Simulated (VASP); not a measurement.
Here is a VASP 6.6.1 calculation.

The input POSCAR:

```
NbH2
1.0
    0.0000000000      2.2815000000      2.2815000000
    2.2815000000      0.0000000000      2.2815000000
    2.2815000000      2.2815000000      0.0000000000
Nb H
1 2
Direct
    0.0000000000      0.0000000000      0.0000000000
    0.2171268902      0.2171268902      0.2828731098
    0.7171268902      0.7171268902      0.7828731098
```

Contents of INCAR.step1:

```
ALGO = Normal
EDIFF = 1E-4
ENCUT = 520
GGA = PE
ISMEAR = 0
LASPH = T
LCHARG = F
LREAL = F
LWAVE = T
NBANDS = 14
NELM = 60
PREC = Accurate
SIGMA = 0.15
```

File INCAR.step2:

```
ALGO = Normal
EDIFF = 1E-6
ENCUT = 520
ISIF = 2
ISMEAR = 0
ISTART = 1
LASPH = T
LCHARG = F
LMIXTAU = T
LREAL = F
LWAVE = F
METAGGA = R2SCAN
NBANDS = 14
NELM = 60
PREC = Accurate
SIGMA = 0.15
```

The input KPOINTS:

```
k-points
0
Gamma
  18 18 18
```

Potentials or basis: VASP PAW PBE potentials, release 64 (Nb_sv, H).

Run with:

```console
$ cat potpaw_PBE.64/Nb_sv/POTCAR potpaw_PBE.64/H/POTCAR > POTCAR
$ cp INCAR.step1 INCAR
$ mpirun -np 1 vasp_std > vasp.out
$ cp INCAR.step2 INCAR
$ mpirun -np 1 vasp_std > vasp.out
```

(1) Predict the band gap on the k mesh.

(2) What does it give for the largest force?

Results:

(1) zero (an odd number of electrons rules out a gap without spin polarisation).

(2) 1.199 eV/Å.

Caveat: the cell differs from its parent crystal (all H atoms moved +0.150 Å, as atom 2 towards its neighbour atom 3 (H) at 2.281 Å); the PAW data sets were made with another functional, which shifts forces and pressure a little.
